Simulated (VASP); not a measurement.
# CuOs2 (P6/mmm) in VASP: notebook

CuOs2 is run at these levels: PBE; tasks: single point, relaxation of cell and atoms.

Program: VASP 6.6.1. These are calculated values, not measurements. Logs are shortened: lines on timing, memory, paths and dates and some standing lists are left out, and cuts for length are marked.

### Step 1. The cell of the first run

Symmetry: P6/mmm, No. 191, hexagonal system. The conventional cell has a = 3.406 Å, b = 3.406 Å, c = 3.678 Å, α = 90.00°, β = 90.00°, γ = 120.00°. Cu (site symmetry 6/mmm) has 12 Os at 2.69 Å and 6 Cu at 3.41 Å within 3.5 Å. Within 2.7 Å of Os (site symmetry -6m2) lie 3 Os at 1.97 Å and 6 Cu at 2.69 Å.

### Step 2. Single point, PBE

Contents of INCAR:

```
PREC = Accurate
ENCUT = 600
EDIFF = 1E-6
ISMEAR = 0
SIGMA = 0.1
LREAL = F
LASPH = T
NELM = 120
ALGO = Normal
ISIF = 2
LWAVE = F
LCHARG = F
GGA = PE
NBANDS = 20
GGA_COMPAT = F
```

Contents of KPOINTS:

```
Automatic mesh
0
Gamma
  6 6 6
```

Contents of POSCAR:

```
CuOs2
1.0
    3.4060144480      0.0000000000      0.0000000000
   -1.7030072240      2.9496950376      0.0000000000
    0.0000000000      0.0000000000      3.6775903508
Cu Os
1 2
Direct
    0.0000000000      0.0000000000      0.0000000000
    0.3333333333      0.6666666667      0.5000000000
    0.6666666667      0.3333333333      0.5000000000
```

Potentials or basis: VASP PAW PBE potentials, release 64 (Cu, Os).

Launch:

```console
$ cat potpaw_PBE.64/Cu/POTCAR potpaw_PBE.64/Os/POTCAR > POTCAR
$ mpirun -np 1 vasp_std > vasp.out
```

OUTCAR:

```text
PREC = Accurate
   ENCUT = 600
   EDIFF = 1E-6
   ISMEAR = 0
   LREAL = F
   LASPH = T
   NELM = 120
   ISIF = 2
   GGA = PE

 ion  position               nearest neighbor table
   1  0.000  0.000  0.000-   2 2.69   3 2.69   2 2.69   3 2.69   2 2.69   2 2.69   3 2.69   3 2.69
                             3 2.69   3 2.69   2 2.69   2 2.69
   2  0.333  0.667  0.500-   3 1.97   3 1.97   3 1.97   1 2.69   1 2.69   1 2.69   1 2.69   1 2.69
                             1 2.69
   3  0.667  0.333  0.500-   2 1.97   2 1.97   2 1.97   1 2.69   1 2.69   1 2.69   1 2.69   1 2.69
                             1 2.69

  LATTYP: Found a hexagonal cell.
 ALAT       =     3.4060144480
 C/A-ratio  =     1.0797342193

  Lattice vectors:

 A1 = (   3.4060144480,   0.0000000000,   0.0000000000)
 A2 = (  -1.7030072240,   2.9496950376,   0.0000000000)
 A3 = (   0.0000000000,   0.0000000000,   3.6775903508)

Analysis of symmetry for initial positions (statically):
=====================================================================
 Subroutine PRICEL returns:
 Original cell was already a primitive cell.

 Routine SETGRP: Setting up the symmetry group for a
 hexagonal supercell.

 Subroutine GETGRP returns: Found 24 space group operations
 (whereof 24 operations were pure point group operations)
 out of a pool of 24 trial point group operations.

The static configuration has the point symmetry D_6h.

Analysis of symmetry for dynamics (positions and initial velocities):
=====================================================================
 Subroutine PRICEL returns:
 Original cell was already a primitive cell.

 Routine SETGRP: Setting up the symmetry group for a
 hexagonal supercell.

 Subroutine GETGRP returns: Found 24 space group operations
 (whereof 24 operations were pure point group operations)
 out of a pool of 24 trial point group operations.

The dynamic configuration has the point symmetry D_6h.

 Subroutine INISYM returns: Found 24 space group operations
 (whereof 24 operations are pure point group operations),
 and found     1 'primitive' translations

----------------------------------------------------------------------------------------

                                     Primitive cell

  volume of cell :      36.9477

  direct lattice vectors                    reciprocal lattice vectors
     3.406014448  0.000000000  0.000000000     0.293598285  0.169509049  0.000000000
    -1.703007224  2.949695038  0.000000000     0.000000000  0.339018098  0.000000000
     0.000000000  0.000000000  3.677590351     0.000000000  0.000000000  0.271917181

  length of vectors
     3.406014448  3.406014448  3.677590351     0.339018098  0.339018098  0.271917181

  position of ions in fractional coordinates (direct lattice)
     0.000000000  0.000000000  0.000000000
     0.333333333  0.666666667  0.500000000
     0.666666667  0.333333333  0.500000000

  ion indices of the primitive-cell ions
   primitive index   ion index
                 1           1
                 2           2
                 3           3

----------------------------------------------------------------------------------------

 KPOINTS: Automatic mesh

Automatic generation of k-mesh.
 Grid dimensions read from file:
 generate k-points for:    6    6    6

 Generating k-lattice:

  Cartesian coordinates                     Fractional coordinates (reciprocal lattice)
     0.048933047  0.028251508  0.000000000     0.166666667  0.000000000  0.000000000
     0.000000000  0.056503016  0.000000000     0.000000000  0.166666667  0.000000000
     0.000000000  0.000000000  0.045319530     0.000000000  0.000000000  0.166666667

  Length of vectors
     0.056503016  0.056503016  0.045319530

  Shift w.r.t. Gamma in fractional coordinates (k-lattice)
     0.000000000  0.000000000  0.000000000

 Subroutine IBZKPT returns following result:
 ===========================================

 Found     28 irreducible k-points:

 Following reciprocal coordinates:
            Coordinates               Weight
  0.000000  0.000000  0.000000      1.000000
  0.166667 -0.000000  0.000000      6.000000
  0.333333 -0.000000  0.000000      6.000000
  0.500000 -0.000000  0.000000      3.000000
  0.166667  0.166667  0.000000      6.000000
  0.333333  0.166667  0.000000     12.000000
[... 16 lines left out ...]
  0.166667 -0.000000  0.500000      6.000000
  0.333333 -0.000000  0.500000      6.000000
 [... further k-points ...]
   k-points           NKPTS =     28   k-points in BZ     NKDIM =     28   number of bands    NBANDS=     20
   number of dos      NEDOS =    301   number of ions     NIONS =      3
   total plane-waves  NPLWV =  23520
   dimension x,y,z NGX =    28 NGY =   28 NGZ =   30
   dimension x,y,z NGXF=    56 NGYF=   56 NGZF=   60
   ions per type =               1   2
   NGX,Y,Z   is equivalent  to a cutoff of  13.67, 13.67, 13.56 a.u.
   NGXF,Y,Z  is equivalent  to a cutoff of  27.33, 27.33, 27.12 a.u.
[... 26 lines left out ...]
   EFERMI_NEDOS =   21; number of points for ismear=-14 and -15
   IALGO  =     38    algorithm
   IMIX   =      4    mixing-type and parameters
     AMIX     =   0.40;   BMIX     =  1.00
     AMIX_MAG =   1.60;   BMIX_MAG =  1.00
  volume/ion in A,a.u.               =      12.32        83.11
  Fermi-wavevector in a.u.,A,eV,Ry     =   1.474576  2.786544 29.584151  2.174374
  Thomas-Fermi vector in A             =   2.589330
   LORBIT       =      0    0 simple, 1 ext, 2 COOP (PROOUT), +10 PAW based schemes
   GGA     = PE    functional components
   LHFCALC =     F    Hartree Fock is set to
   AEXX    =    0.0000 exact exchange contribution
   IVDW    =     0    specifies the selected vdW correction
   LEPSILON=     F    determine dielectric tensor
   LRPA    =     F    only Hartree local field effects (RPA)
 non-spin polarized calculation
 Gauss-broadening in eV      SIGMA  =   0.10
  energy-cutoff  :      600.00
  volume of cell :       36.95
 maximum number of plane-waves:      1248
 NGX is ok and might be reduce to    28
   NGX = 13   NGY = 13   NGZ = 15

 number of electron      26.9999996 magnetization

 Free energy of the ion-electron system (eV)
  ---------------------------------------------------
  ext. energy  EPLUGINS =         0.00000000
  ---------------------------------------------------
  free energy    TOTEN  =       -12.42403111 eV

  energy without entropy =      -12.40843651  energy(sigma->0) =      -12.41623381

 E-fermi :  10.1546     XC(G=0): -13.7742

 val. band max:       10.1077236966   @ k =   0.3333  -0.0000   0.1667
 cond. band min:      10.1679413291   @ k =   0.1667  -0.0000   0.3333
 fundamental gap:      0.0602176325
 Fermi energy:        10.1546417967

 k-point     1 :       0.0000    0.0000    0.0000
  band No.  band energies     occupation
      1      -0.6929      2.00000
      2       1.9040      2.00000
      3       4.1249      2.00000
      4       4.1249      2.00000
      5       5.7542      2.00000
      6       5.7542      2.00000
[... 12 lines left out ...]
     19      21.4266      0.00000
     20      21.4291      0.00000

 k-point     2 :       0.1667   -0.0000    0.0000
  band No.  band energies     occupation
      1       0.0672      2.00000
      2       2.3159      2.00000
      3       3.4273      2.00000
      4       3.5250      2.00000
      5       3.8850      2.00000
      6       4.3576      2.00000
[... 12 lines left out ...]
     19      18.6187      0.00000
     20      21.0747      0.00000

 k-point     3 :       0.3333   -0.0000    0.0000
  band No.  band energies     occupation
      1       0.6031      2.00000
      2       2.2819      2.00000
      3       2.7535      2.00000
      4       2.8320      2.00000
      5       3.7155      2.00000
      6       3.8302      2.00000
[... 12 lines left out ...]
     19      19.1131      0.00000
     20      20.9087      0.00000

 k-point     4 :       0.5000   -0.0000    0.0000
  band No.  band energies     occupation
      1      -0.2249      2.00000
      2       2.2568      2.00000
      3       2.4583      2.00000
      4       3.7436      2.00000
      5       4.0240      2.00000
      6       4.6929      2.00000
[... 429 lines left out ...]
 k-point    23 :       0.1667   -0.0000    0.5000
  band No.  band energies     occupation
      1       1.4359      2.00000
      2       2.9957      2.00000
      3       3.1178      2.00000
      4       3.2605      2.00000
      5       4.0302      2.00000
      6       4.3563      2.00000
[... 12 lines left out ...]
     19      21.5147      0.00000
     20      22.6581      0.00000

 k-point    24 :       0.3333   -0.0000    0.5000
  band No.  band energies     occupation
      1       0.9605      2.00000
      2       2.4815      2.00000
      3       2.5664      2.00000
      4       2.7019      2.00000
      5       3.5893      2.00000
      6       5.5246      2.00000
[... 12 lines left out ...]
     19      19.8241      0.00000
     20      19.8407      0.00000

 [... further k-points ...]

------------------------ aborting loop because EDIFF is reached ----------------------------------------

  FORCE on cell =-STRESS in cart. coord.  units (eV):
  Direction    XX          YY          ZZ          XY          YZ          ZX
  --------------------------------------------------------------------------------------
  -------------------------------------------------------------------------------------
  Total       64.3336780     64.3336780      9.4621463      0.0000000     -0.0000000      0.0000000
  in kB     2789.7289473   2789.7289473    410.3111201      0.0000000     -0.0000000      0.0000000
  external PRESSURE =    1996.5896716 kB  Pullay stress =       0.0000000 kB

 VOLUME and BASIS-vectors are now :
 -----------------------------------------------------------------------------
  energy-cutoff  :      600.00
  volume of cell :       36.95
      direct lattice vectors                 reciprocal lattice vectors
     3.406014448  0.000000000  0.000000000     0.293598285  0.169509049  0.000000000
    -1.703007224  2.949695038  0.000000000     0.000000000  0.339018098  0.000000000
     0.000000000  0.000000000  3.677590351     0.000000000  0.000000000  0.271917181

 POSITION                                       TOTAL-FORCE (eV/Angst)
 -----------------------------------------------------------------------------------
      0.00000      0.00000      0.00000         0.000000      0.000000      0.000000
     -0.00000      1.96646      1.83880        -0.000000      0.000000      0.000000
      1.70301      0.98323      1.83880         0.000000     -0.000000     -0.000000
 -----------------------------------------------------------------------------------
    total drift:                               -0.000000      0.000000     -0.000000

  FREE ENERGIE OF THE ION-ELECTRON SYSTEM (eV)
  ---------------------------------------------------
  free  energy   TOTEN  =       -12.4240311050 eV

  energy  without entropy=      -12.4084365082  energy(sigma->0) =      -12.41623381
```

Wall time 16 s (1 thread of Intel Xeon 6975P-C (Granite Rapids), shared host); peak memory 0.17 GiB.

What came out:

```
Free energy            : -12.4240 eV
Pressure               : 199.7 GPa
Band gap on the k mesh : zero (an odd number of electrons rules out a gap without spin polarisation)
```

Stress tensor (GPa, compression positive):
```
278.97   0.00   0.00
  0.00 278.97   0.00
  0.00   0.00  41.03
```

Caveat: atoms lie so close that the PAW spheres overlap strongly, which falsifies energies and pressures; the cell stands under pressure; spin-orbit coupling is left out, which moves the levels of the heavy elements.

### Step 3. Single point, PBE

This run uses another cell than the first one, of 14.32 Å³/atom.

Contents of INCAR:

```
PREC = Accurate ; ENCUT = 600
EDIFF = 1E-6 ; ISMEAR = 0
SIGMA = 0.1 ; LREAL = F
LASPH = T ; NELM = 120
ALGO = Normal ; ISIF = 2
LWAVE = F ; LCHARG = F
GGA = PE ; NBANDS = 20
GGA_COMPAT = F
```

KPOINTS is that of step 2.

Contents of POSCAR:

```
CuOs2
1.0
    4.3194851737      0.0000000000      0.0000000000
   -2.1597425869      3.7407838917      0.0000000000
    0.0000000000      0.0000000000      2.6581940823
Cu Os
1 2
Direct
    0.0000000000      0.0000000000      0.0000000000
    0.3333333333      0.6666666667      0.5000000000
    0.6666666667      0.3333333333      0.5000000000
```

Potentials or basis: VASP PAW PBE potentials, release 64 (Cu, Os).

Launch:

```console
$ cat potpaw_PBE.64/Cu/POTCAR potpaw_PBE.64/Os/POTCAR > POTCAR
$ mpirun -np 1 vasp_std > vasp.out
```

It took 16 s on 1 thread of Intel Xeon 6975P-C (Granite Rapids), shared host; peak memory 0.19 GiB.

Results (log left out):

- Free energy: -24.4686 eV
- Pressure: 0.1 GPa
- Band gap on the k mesh: zero (an odd number of electrons rules out a gap without spin polarisation)

Stress tensor (GPa, compression positive):
```
0.10 0.00 0.00
0.00 0.10 0.00
0.00 0.00 0.02
```

Levels at points of the mesh, in eV from the Fermi level:
```
           k point  band 10  band 11  band 12  band 13  band 14  band 15  band 16  band 17  band 18  band 19
(0.00, 0.00, 0.00)    -2.60    -2.52    -2.52    -0.88    -0.88     1.61     1.61     4.77     6.25     6.25
(0.50, 0.00, 0.00)    -2.55    -1.99    -0.73    -0.63    -0.10     0.94     1.10     1.82     1.83     7.44
(0.00, 0.00, 0.50)    -1.98    -1.89    -1.89    -0.79    -0.36    -0.36     3.87     4.06     9.00     9.26
(0.50, 0.00, 0.50)    -1.83    -1.80    -1.49    -0.30     1.13     2.74     2.85     4.67     5.46     6.48
```

Caveat: the k points lie up to 0.39 Å⁻¹ apart, too coarse for converged energies and pressures of a metal; spin-orbit coupling is left out, which moves the levels of the heavy elements.

### Step 4. Relaxation of cell and atoms, PBE

Contents of INCAR:

```
PREC = Accurate ; ENCUT = 600
EDIFF = 1E-7 ; ISMEAR = 0
SIGMA = 0.1 ; LREAL = False
LASPH = True ; NELM = 120
ALGO = Normal ; ISIF = 3
LWAVE = False ; LCHARG = False
GGA = PE ; IBRION = 2
NSW = 90 ; EDIFFG = -0.04
GGA_COMPAT = False ; NELMIN = 4
```

Contents of KPOINTS:

```
regular mesh
0
Gamma
  6 6 6
```

Contents of POSCAR:

```
CuOs2
1.0
    3.4060144480      0.0000000000      0.0000000000
   -1.7030072240      2.9496950376      0.0000000000
    0.0000000000      0.0000000000      3.6775903508
Cu Os
1 2
Direct
    0.0000000000      0.0000000000      0.0000000000
    0.3333333333      0.6666666667      0.5000000000
    0.6666666667      0.3333333333      0.5000000000
```

Launch:

```console
$ cat potpaw_PBE.64/Cu/POTCAR potpaw_PBE.64/Os/POTCAR > POTCAR
$ mpirun -np 1 vasp_std > vasp.out
```

Wall time 4.7 min (1 thread of Intel Xeon 6975P-C (Granite Rapids), shared host); peak memory 0.19 GiB.

It converged, with:

```yaml
Free_energy: -24.4533 eV
Relaxed_volume: 14.32 Å³/atom
Relaxed_cell: a = 4.318 Å, b = 4.318 Å, c = 2.660 Å, α = 90.00°, β = 90.00°, γ = 120.00°
Space_group_after_relaxing_to_0.1_Å: P6/mmm (No. 191)
Pressure_after_relaxing: -0.1 GPa
Band_gap_on_the_k_mesh: zero (an odd number of electrons rules out a gap without spin polarisation)
```

Final structure:
```cif
data_structure
_symmetry_space_group_name_H-M 'P 1'
_symmetry_Int_Tables_number 1
_cell_length_a 4.3182
_cell_length_b 4.3182
_cell_length_c 2.6598
_cell_angle_alpha 90.000
_cell_angle_beta 90.000
_cell_angle_gamma 120.000
_cell_volume 42.95
loop_
_atom_site_label
_atom_site_type_symbol
_atom_site_fract_x
_atom_site_fract_y
_atom_site_fract_z
_atom_site_occupancy
Cu1 Cu 0.00000 0.00000 0.00000 1
Os1 Os 0.33333 0.66667 0.50000 1
Os2 Os 0.66667 0.33333 0.50000 1
```

Levels at points of the mesh, in eV from the Fermi level:
```csv
k point,band 11,band 12,band 13,band 14,band 15,band 16,band 17
"(0.00, 0.00, 0.00)",-2.52,-2.52,-0.89,-0.89,1.60,1.60,4.78
"(0.50, 0.00, 0.00)",-1.98,-0.74,-0.64,-0.09,0.93,1.10,1.83
"(0.00, 0.00, 0.50)",-1.89,-1.89,-0.79,-0.36,-0.36,3.86,4.05
"(0.50, 0.00, 0.50)",-1.80,-1.49,-0.29,1.13,2.74,2.85,4.66
```

Caveat: the volume moved by over 15 % at a fixed basis, so the end points are rough; spin-orbit coupling is left out, which moves the levels of the heavy elements.

### Step 5. Single point, PBE

This run uses another cell than the first one, of 14.31 Å³/atom.

Contents of INCAR:

```
SYSTEM = CuOs2
ALGO     = Normal         ! electronic algorithm
EDIFF    = 1E-6           ! SCF threshold, eV
ENCUT    = 600            ! plane-wave cutoff, eV
GGA      = PE             ! functional
GGA_COMPAT= .FALSE.      
ISIF     = 2              ! what is computed and relaxed
ISMEAR   = 0              ! smearing method
LASPH    = .TRUE.         ! aspherical terms in the spheres
LCHARG   = .FALSE.        ! write CHGCAR
LREAL    = .FALSE.        ! projectors in reciprocal space
LWAVE    = .FALSE.        ! write WAVECAR
NBANDS   = 20             ! bands
NELM     = 120            ! most SCF steps
PREC     = Accurate       ! precision mode
SIGMA    = 0.1            ! smearing width, eV
```

Contents of KPOINTS:

```
k-points
0
G
  12 12 18
  0 0 0
```

Contents of POSCAR:

```
CuOs2
1.0
    4.3278890377      0.0000000000      0.0000000000
   -2.1639445189      3.7480618514      0.0000000000
    0.0000000000      0.0000000000      2.6471640737
Cu Os
1 2
Direct
    0.0000000000      0.0000000000      0.0000000000
    0.3333333333      0.6666666667      0.5000000000
    0.6666666667      0.3333333333      0.5000000000
```

Launch:

```console
$ cat potpaw_PBE.64/Cu/POTCAR potpaw_PBE.64/Os/POTCAR > POTCAR
$ mpirun -np 1 vasp_std > vasp.out
```

Wall time 78 s (1 thread of Intel Xeon 6975P-C (Granite Rapids), shared host); peak memory 0.34 GiB.

It converged, with:

```yaml
Free_energy: -24.5456 eV
Pressure: 0.2 GPa
Band_gap_on_the_k_mesh: zero (an odd number of electrons rules out a gap without spin polarisation)
```

Stress tensor (GPa, compression positive):
```
0.07 0.00 0.00
0.00 0.07 0.00
0.00 0.00 0.39
```

Levels at points of the mesh, in eV from the Fermi level:
```
           k point  band 11  band 12  band 13  band 14  band 15  band 16  band 17  band 18
(0.00, 0.00, 0.00)    -2.46    -2.46    -0.72    -0.72     1.73     1.73     4.78     6.30
(0.50, 0.00, 0.00)    -1.92    -0.59    -0.47    -0.06     1.08     1.14     1.85     1.95
(0.00, 0.00, 0.50)    -1.83    -1.83    -0.69    -0.30    -0.30     4.06     4.24     9.14
(0.50, 0.00, 0.50)    -1.75    -1.41    -0.24     1.19     2.87     2.92     4.86     5.56
```

Caveat: spin-orbit coupling is left out, which moves the levels of the heavy elements.

### Step 6. The runs side by side

```tsv
task	cell	k mesh	gap on the mesh (eV)	pressure (GPa)
single point	a = 3.406, b = 3.406, c = 3.678 Å, angles 90.0, 90.0, 120.0°, 3 atoms	6 × 6 × 6	none	199.7
single point	a = 4.319, b = 4.319, c = 2.658 Å, angles 90.0, 90.0, 120.0°, 3 atoms	6 × 6 × 6	none	0.1
relaxation of cell and atoms	relaxed from a = 3.406, b = 3.406, c = 3.678 Å, angles 90.0, 90.0, 120.0°, 3 atoms	6 × 6 × 6	none	-0.1
single point	a = 4.328, b = 4.328, c = 2.647 Å, angles 90.0, 90.0, 120.0°, 3 atoms	12 × 12 × 18	none	0.2
```

Alike in all rows: level PBE; potentials or basis VASP PAW PBE potentials, release 64 (Cu, Os); no spin polarisation; cutoff (eV) 600; smearing gaussian 0.1 eV.

Caveats: some runs use coarse meshes; spin-orbit coupling is left out, which moves the levels of the heavy elements; atoms lie so close that the PAW spheres overlap strongly, which falsifies energies and pressures (at least some runs); the cell stands under pressure (at least some runs); the volume moved by over 15 % at a fixed basis, so the end points are rough (at least some runs).

Total energies depend on the potentials used, so only differences within one code and one set of settings carry meaning.
